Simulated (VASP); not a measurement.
# NaCl in VASP: settings compared, part 2 of 2

VASP 6.6.1.

### Step 4. Single point, r2SCAN (strain along [111] -2.1%)

Contents of POSCAR:

```
NaCl
1.0
   -0.0401720166      2.7625268138      2.7625268138
    2.7625268138     -0.0401720166      2.7625268138
    2.7625268138      2.7625268138     -0.0401720166
Na Cl
1 1
Direct
    0.0000000000      0.0000000000      0.0000000000
    0.5000000000      0.5000000000      0.5000000000
```

Contents of INCAR.step1:

```
PREC     = Accurate       # precision mode
ENCUT    = 520            # plane-wave cutoff, eV
ISMEAR   = 0              # smearing method
SIGMA    = 0.01           # smearing width, eV
LREAL    = F              # projectors in reciprocal space
LASPH    = T              # aspherical terms in the spheres
NELM     = 100            # most SCF steps
NBANDS   = 14             # bands
GGA      = PE             # functional
ALGO     = Normal         # electronic algorithm
EDIFF    = 1E-4           # SCF threshold, eV
LWAVE    = T              # write WAVECAR
LCHARG   = F              # write CHGCAR
```

Contents of INCAR.step2:

```
PREC     = Accurate       # precision mode
ENCUT    = 520            # plane-wave cutoff, eV
EDIFF    = 1E-6           # SCF threshold, eV
ISMEAR   = 0              # smearing method
SIGMA    = 0.01           # smearing width, eV
LREAL    = F              # projectors in reciprocal space
LASPH    = T              # aspherical terms in the spheres
NELM     = 100            # most SCF steps
ALGO     = Normal         # electronic algorithm
ISIF     = 2              # what is computed and relaxed
LWAVE    = F              # write WAVECAR
LCHARG   = T              # write CHGCAR
METAGGA  = R2SCAN         # meta-GGA
LMIXTAU  = T            
LELF     = T              # ELF
LVHAR    = T            
NBANDS   = 14             # bands
ISTART   = 1
```

Contents of KPOINTS:

```
Automatic mesh
0
Gamma
  8 8 8
```

Potentials or basis: VASP PAW PBE potentials, release 64 (Na_pv, Cl).

Command:

```sh
cat potpaw_PBE.64/Na_pv/POTCAR potpaw_PBE.64/Cl/POTCAR > POTCAR
cp INCAR.step1 INCAR
mpirun -np 1 vasp_std > vasp.out
cp INCAR.step2 INCAR
mpirun -np 1 vasp_std > vasp.out
```

OUTCAR:

```text
PREC = Accurate
   ENCUT = 520
   EDIFF = 1E-6
   ISMEAR = 0
   LREAL = F
   LASPH = T
   NELM = 100
   ISIF = 2
   METAGGA = R2SCAN
   ISTART = 1

 ion  position               nearest neighbor table
   1  0.000  0.000  0.000-
   2  0.500  0.500  0.500-

  LATTYP: Found a trigonal (rhomboedric) cell.
 ALAT       =     3.9070094170
 COS(alpha) =     0.4854069119

  Lattice vectors:

 A1 = (  -0.0401720166,   2.7625268138,   2.7625268138)
 A2 = (   2.7625268138,  -0.0401720166,   2.7625268138)
 A3 = (   2.7625268138,   2.7625268138,  -0.0401720166)

Analysis of symmetry for initial positions (statically):
=====================================================================
 Subroutine PRICEL returns:
 Original cell was already a primitive cell.

 Routine SETGRP: Setting up the symmetry group for a
 trigonal (rhombohedral) supercell.

 Subroutine GETGRP returns: Found 12 space group operations
 (whereof 12 operations were pure point group operations)
 out of a pool of 12 trial point group operations.

The static configuration has the point symmetry D_3d.

Analysis of symmetry for dynamics (positions and initial velocities):
=====================================================================
 Subroutine PRICEL returns:
 Original cell was already a primitive cell.

 Routine SETGRP: Setting up the symmetry group for a
 trigonal (rhombohedral) supercell.

 Subroutine GETGRP returns: Found 12 space group operations
 (whereof 12 operations were pure point group operations)
 out of a pool of 12 trial point group operations.

The dynamic configuration has the point symmetry D_3d.

 Subroutine INISYM returns: Found 12 space group operations
 (whereof 12 operations are pure point group operations),
 and found     1 'primitive' translations

----------------------------------------------------------------------------------------

                                     Primitive cell

  volume of cell :      43.0844

  direct lattice vectors                    reciprocal lattice vectors
    -0.040172017  2.762526814  2.762526814    -0.177092853  0.179706097  0.179706097
     2.762526814 -0.040172017  2.762526814     0.179706097 -0.177092853  0.179706097
     2.762526814  2.762526814 -0.040172017     0.179706097  0.179706097 -0.177092853

  length of vectors
     3.907009417  3.907009417  3.907009417     0.309758682  0.309758682  0.309758682

  position of ions in fractional coordinates (direct lattice)
     0.000000000  0.000000000  0.000000000
     0.500000000  0.500000000  0.500000000

  ion indices of the primitive-cell ions
   primitive index   ion index
                 1           1
                 2           2

----------------------------------------------------------------------------------------

 KPOINTS: Automatic mesh

Automatic generation of k-mesh.
 Grid dimensions read from file:
 generate k-points for:    8    8    8

 Generating k-lattice:

  Cartesian coordinates                     Fractional coordinates (reciprocal lattice)
    -0.022136607  0.022463262  0.022463262     0.125000000  0.000000000  0.000000000
     0.022463262 -0.022136607  0.022463262     0.000000000  0.125000000  0.000000000
     0.022463262  0.022463262 -0.022136607     0.000000000  0.000000000  0.125000000
[... 40 lines left out ...]
   number of dos      NEDOS =    301   number of ions     NIONS =      2
   total plane-waves  NPLWV =  27000
   dimension x,y,z NGX =    30 NGY =   30 NGZ =   30
   dimension x,y,z NGXF=    60 NGYF=   60 NGZF=   60
   ions per type =               1   1
   NGX,Y,Z   is equivalent  to a cutoff of  12.77, 12.77, 12.77 a.u.
   NGXF,Y,Z  is equivalent  to a cutoff of  25.53, 25.53, 25.53 a.u.
 SYSTEM =  unknown system
   PREC   = accura    normal or accurate (medium, high low for compatibility)
   ISTART =      1    job   : 0-new  1-cont  2-samecut
   ICHARG =      0    charge: 1-file 2-atom 10-const
   ISPIN  =      1    spin polarized calculation?
   LNONCOLLINEAR =      F non collinear calculations
   LSORBIT =      F    spin-orbit coupling
   LASPH  =      T    aspherical Exc in radial PAW
   ENCUT  =  520.0 eV  38.22 Ry    6.18 a.u.   7.26  7.26  7.26*2*pi/ulx,y,z
   NELM   =    100;   NELMIN=  2; NELMDL=  0     # of ELM steps
   EDIFF  = 0.1E-05   stopping-criterion for ELM
   LREAL  =      F    real-space projection
   EDIFFG = 0.1E-04   stopping-criterion for IOM
   NSW    =      0    number of steps for IOM
   IBRION =     -1    ionic relax: 0-MD 1-quasi-New 2-CG
   NFREE  =      0    steps in history (QN), initial steepest desc. (CG)
   ISIF   =      2    stress and relaxation
   ISYM   =      2    0-nonsym 1-usesym 2-fastsym
   POTIM  = 0.5000    time-step for ionic-motion
   TEBEG  =    0.0;   TEEND  =   0.0 temperature during run
   PSTRESS=    0.0 pullay stress
   NELECT =      14.0000    total number of electrons
   NUPDOWN=      -1.0000    fix difference up-down
   EMIN   =  10.00;   EMAX   =-10.00  energy-range for DOS
   EFERMI =   0.00;   METHOD = LEGACY
   ISMEAR =     0;   SIGMA  =   0.01  broadening in eV -4-tet -1-fermi 0-gaus
   EFERMI_NEDOS =   21; number of points for ismear=-14 and -15
   IALGO  =     38    algorithm
   IMIX   =      4    mixing-type and parameters
     AMIX     =   0.40;   BMIX     =  1.00
     AMIX_MAG =   1.60;   BMIX_MAG =  1.00
  volume/ion in A,a.u.               =      21.54       145.37
  Fermi-wavevector in a.u.,A,eV,Ry     =   1.125496  2.126880 17.235075  1.266742
  Thomas-Fermi vector in A             =   2.262174
   LORBIT       =      0    0 simple, 1 ext, 2 COOP (PROOUT), +10 PAW based schemes
   METAGGA = R2SCAN    functional components
   LHFCALC =     F    Hartree Fock is set to
   AEXX    =    0.0000 exact exchange contribution
   IVDW    =     0    specifies the selected vdW correction
   LEPSILON=     F    determine dielectric tensor
   LRPA    =     F    only Hartree local field effects (RPA)
 non-spin polarized calculation
 Gauss-broadening in eV      SIGMA  =   0.01
  energy-cutoff  :      520.00
  volume of cell :       43.08
 maximum number of plane-waves:      1187
 NGX is ok and might be reduce to    30
   NGX = 15   NGY = 15   NGZ = 15

 number of electron      14.0000006 magnetization

 Free energy of the ion-electron system (eV)
  ---------------------------------------------------
  ext. energy  EPLUGINS =         0.00000000
  ---------------------------------------------------
  free energy    TOTEN  =       -13.78780747 eV

  energy without entropy =      -13.78780747  energy(sigma->0) =      -13.78780747

 E-fermi :  -0.8094     XC(G=0):  -8.8335

 val. band max:       -0.8689905158   @ k =   0.0000   0.0000   0.0000
 cond. band min:       5.1634679847   @ k =   0.0000   0.0000   0.0000
 fundamental gap:      6.0324585005
 Fermi energy:        -0.8093510783

 k-point     1 :       0.0000    0.0000    0.0000
  band No.  band energies     occupation
      1     -22.3780      2.00000
      2     -22.3747      2.00000
      3     -22.3747      2.00000
      4     -14.2434      2.00000
      5      -0.9533      2.00000
      6      -0.9533      2.00000
      7      -0.8690      2.00000
      8       5.1635      0.00000
      9      10.7667      0.00000
     10      10.7667      0.00000
     11      11.0877      0.00000
     12      13.1753      0.00000
     13      13.1753      0.00000
     14      14.8515      0.00000
[... 377 lines left out ...]
      1     -22.3977      2.00000
      2     -22.3814      2.00000
      3     -22.3755      2.00000
      4     -13.9783      2.00000
      5      -2.3376      2.00000
      6      -1.3177      2.00000
      7      -1.1368      2.00000
      8       7.2740      0.00000
      9       9.6068      0.00000
     10      10.9565      0.00000
     11      11.4798      0.00000
     12      12.6315      0.00000
     13      14.7958      0.00000
     14      17.0068      0.00000

 [... further k-points ...]

------------------------ aborting loop because EDIFF is reached ----------------------------------------

  FORCE on cell =-STRESS in cart. coord.  units (eV):
  Direction    XX          YY          ZZ          XY          YZ          ZX
  --------------------------------------------------------------------------------------
  -------------------------------------------------------------------------------------
  Total        0.1269421      0.1269421      0.1269421      0.0536117      0.0536117      0.0536117
  in kB        4.7205893      4.7205893      4.7205893      1.9936564      1.9936564      1.9936564
  external PRESSURE =       4.7205893 kB  Pullay stress =       0.0000000 kB

 VOLUME and BASIS-vectors are now :
 -----------------------------------------------------------------------------
  energy-cutoff  :      520.00
  volume of cell :       43.08
      direct lattice vectors                 reciprocal lattice vectors
    -0.040172017  2.762526814  2.762526814    -0.177092853  0.179706097  0.179706097
     2.762526814 -0.040172017  2.762526814     0.179706097 -0.177092853  0.179706097
     2.762526814  2.762526814 -0.040172017     0.179706097  0.179706097 -0.177092853

 POSITION                                       TOTAL-FORCE (eV/Angst)
 -----------------------------------------------------------------------------------
      0.00000      0.00000      0.00000         0.000000     -0.000000     -0.000000
      2.74244      2.74244      2.74244        -0.000000      0.000000      0.000000
 -----------------------------------------------------------------------------------
    total drift:                               -0.000000      0.000000      0.000000

  FREE ENERGIE OF THE ION-ELECTRON SYSTEM (eV)
  ---------------------------------------------------
  free  energy   TOTEN  =       -13.7878074746 eV

  energy  without entropy=      -13.7878074746  energy(sigma->0) =      -13.78780747
```

Wall time 68 s (1 thread of Intel Xeon 6975P-C (Granite Rapids), shared host); peak memory 0.18 GiB.

Results:

* Free energy: -13.7878 eV
* Pressure: 0.5 GPa
* Band gap on the k mesh: 6.03 eV

Stress tensor (GPa, compression positive):
```
0.47 0.20 0.20
0.20 0.47 0.20
0.20 0.20 0.47
```

Levels at points of the mesh, in eV from the valence-band top:
```tsv
k point	band 4	band 5	band 6	band 7	band 8	band 9	band 10	band 11
(0.00, 0.00, 0.00)	-13.37	-0.08	-0.08	0.00	6.03	11.64	11.64	11.96
(0.50, 0.00, 0.00)	-13.00	-2.11	-0.37	-0.31	7.98	11.76	11.84	11.95
(0.50, 0.50, 0.00)	-12.94	-1.85	-0.75	-0.66	8.44	8.59	12.45	16.13
(0.50, 0.50, 0.50)	-12.97	-2.09	-0.41	-0.41	7.90	11.68	11.68	12.07
```

Caveat: the cell differs from its parent crystal (strain along [111] -2.1%); the PAW data sets were made with another functional, which shifts forces and pressure a little.

### Step 5. Single point, HSE06 (strain along [111] -2.1%)

POSCAR is that of step 4.

Contents of INCAR.step1:

```
SYSTEM = NaCl
ALGO     = Normal         ! electronic algorithm
EDIFF    = 1E-5           ! SCF threshold, eV
ENCUT    = 520            ! plane-wave cutoff, eV
GGA      = PE             ! functional
ISIF     = 2              ! what is computed and relaxed
ISMEAR   = 0              ! smearing method
LASPH    = .True.         ! aspherical terms in the spheres
LCHARG   = .False.        ! write CHGCAR
LREAL    = .False.        ! projectors in reciprocal space
LWAVE    = .True.         ! write WAVECAR
NBANDS   = 14             ! bands
NELM     = 100            ! most SCF steps
PREC     = Accurate       ! precision mode
SIGMA    = 0.01           ! smearing width, eV
```

Contents of INCAR.step2:

```
SYSTEM = NaCl
ALGO     = Normal         ! electronic algorithm
EDIFF    = 1E-7           ! SCF threshold, eV
ENCUT    = 520            ! plane-wave cutoff, eV
GGA      = PE             ! functional
HFSCREEN = 0.2079         ! screening, 1/A
ISIF     = 2              ! what is computed and relaxed
ISMEAR   = 0              ! smearing method
ISTART   = 1            
LASPH    = .True.         ! aspherical terms in the spheres
LCHARG   = .False.        ! write CHGCAR
LHFCALC  = .True.         ! exact exchange
LREAL    = .False.        ! projectors in reciprocal space
LWAVE    = .False.        ! write WAVECAR
NBANDS   = 14             ! bands
NELM     = 100            ! most SCF steps
PREC     = Accurate       ! precision mode
PRECFOCK = Normal       
SIGMA    = 0.01           ! smearing width, eV
```

Contents of KPOINTS:

```
k-points
0
Gamma
  6 6 6
  0 0 0
```

Command:

```sh
cat potpaw_PBE.64/Na_pv/POTCAR potpaw_PBE.64/Cl/POTCAR > POTCAR
cp INCAR.step1 INCAR
mpirun -np 1 vasp_std > vasp.out
cp INCAR.step2 INCAR
mpirun -np 1 vasp_std > vasp.out
```

It took 58 min on 1 thread of AMD EPYC 7R13 (Zen 3), shared host; peak memory 0.26 GiB.

It converged, with:

| Quantity | Value |
| --- | --- |
| Free energy | -7.8682 eV |
| Pressure | 1.3 GPa |
| Band gap on the k mesh | 6.58 eV |

Stress tensor (GPa, compression positive):
```
1.35 0.19 0.19
0.19 1.35 0.19
0.19 0.19 1.35
```

Levels at points of the mesh, in eV from the valence-band top:
```tsv
k point	band 4	band 5	band 6	band 7	band 8	band 9	band 10	band 11
(0.00, 0.00, 0.00)	-14.01	-0.08	-0.08	0.00	6.58	12.50	12.50	12.83
(0.50, 0.00, 0.00)	-13.61	-2.24	-0.37	-0.32	8.66	12.48	12.49	12.69
(0.50, 0.50, 0.00)	-13.54	-1.95	-0.79	-0.70	9.04	9.34	13.14	16.72
(0.50, 0.50, 0.50)	-13.58	-2.22	-0.42	-0.42	8.59	12.42	12.42	12.70
```

Caveat: the cell differs from its parent crystal (strain along [111] -2.1%); the PAW data sets were made with another functional, which shifts forces and pressure a little.

### Step 6. Summary

| level | cell | k mesh | smearing | grid for exact exchange (PRECFOCK) | share of exact exchange | screening parameter | gap on the mesh (eV) | pressure (GPa) |
| --- | --- | --- | --- | --- | --- | --- | --- | --- |
| PBE | a = 3.907 Å, angles 61.0°, 2 atoms | 8 × 8 × 8 | fermi-dirac 0.02 eV | - | - | - | 5.21 | 1.9 |
| r2SCAN | a = 3.964, b = 4.066, c = 4.066 Å, angles 58.3, 60.8, 60.8°, 2 atoms | 8 × 8 × 8 | gaussian 0.01 eV | - | - | - | 5.78 | -1.3 |
| r2SCAN | a = 3.907 Å, angles 61.0°, 2 atoms | 8 × 8 × 8 | gaussian 0.01 eV | - | - | - | 6.03 | 0.5 |
| HSE06 | a = 3.907 Å, angles 61.0°, 2 atoms | 6 × 6 × 6 | gaussian 0.01 eV | Normal | 0.25 | 0.2079 1/Å | 6.58 | 1.3 |

Alike in all rows: task single point; potentials or basis VASP PAW PBE potentials, release 64 (Na_pv, Cl); no spin polarisation; cutoff (eV) 520.

Caveats: the PAW data sets were made with another functional, which shifts forces and pressure a little (at least some runs).

Total energies depend on the potentials used, so only differences within one code and one set of settings carry meaning.
